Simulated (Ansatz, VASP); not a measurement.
## TlH2: VASP beside Ansatz

```
Tl H
1.0
     3.94038    0.00000    0.00000
     0.00000    3.94038    0.00000
     0.00000    0.00000    5.67264
Tl H
2 4
Cartesian
  0.0000 0.0000 0.0000
  1.9702 1.9702 2.8363
  0.0000 1.9702 1.1515
  0.0000 1.9702 3.9879
  1.9702 0.0000 1.6848
  1.9702 0.0000 4.5211
```

Alike in both runs: task relaxation of cell and atoms; functional PBE; k mesh 10 × 10 × 8; occupations gaussian, width 0.1 eV; no spin polarisation.

|  | VASP | Ansatz |
| --- | --- | --- |
| version | VASP 6.6.1 | Ansatz 0.2.0 |
| potentials or method | VASP PAW PBE potentials, release 64 (Tl_d, H), cutoff 600 eV | scalar-relativistic, plane waves, PAW |
| valence electrons in the cell | 30 | 30 |

```csv
,VASP,Ansatz,Ansatz less VASP
"gap on the k mesh at the Fermi level, each at its own relaxed structure (eV)",none,none,-
relaxed volume (Å³/atom),14.91,14.86,-0.049
relaxed cell length with the largest relative difference (Å),5.776,5.756,-0.0194
```

A gap of «none» marks a metal or a gap that the smearing closes.

Neither program's run includes spin-orbit coupling.
